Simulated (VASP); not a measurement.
Input of a VASP 6.6.1 run:

INCAR

```
PREC = Accurate
ENCUT = 540
EDIFF = 1E-6
ISMEAR = 0
SIGMA = 0.1
LREAL = F
LASPH = T
NELM = 120
ALGO = Normal
ISIF = 2
LWAVE = F
LCHARG = T
GGA = PE
LELF = T
LVHAR = T
NBANDS = 26
GGA_COMPAT = F
```

File KPOINTS:

```
regular mesh
0
Gamma
  1 1 1
```

File POSCAR:

```
Au
1.0
    1.4113099650     -2.5559330250      0.0000000000
    1.4113099650      2.5559330250      0.0000000000
    0.0000000000      0.0000000000      4.8931696100
Au
2
Direct
    0.6653279700      0.3346720300      0.2500000000
    0.3346720300      0.6653279700      0.7500000000
```

Potentials or basis: VASP PAW PBE potentials, release 64 (Au_sv_GW).

Launch:

```console
$ cat potpaw_PBE.64/Au_sv_GW/POTCAR > POTCAR
$ mpirun -np 1 vasp_gam > vasp.out
```

Problem. Predict the largest force.

Solution. 0.299 eV/Å.

Problem. Estimate the pressure.

Solution. -5.9 GPa.

Forces on the atoms (eV/Å):
```
Au   0.000 -0.299  0.000
Au   0.000  0.299  0.000
```

Caveat: the k points lie up to 2.54 Å⁻¹ apart, too coarse for converged energies, forces and pressures.
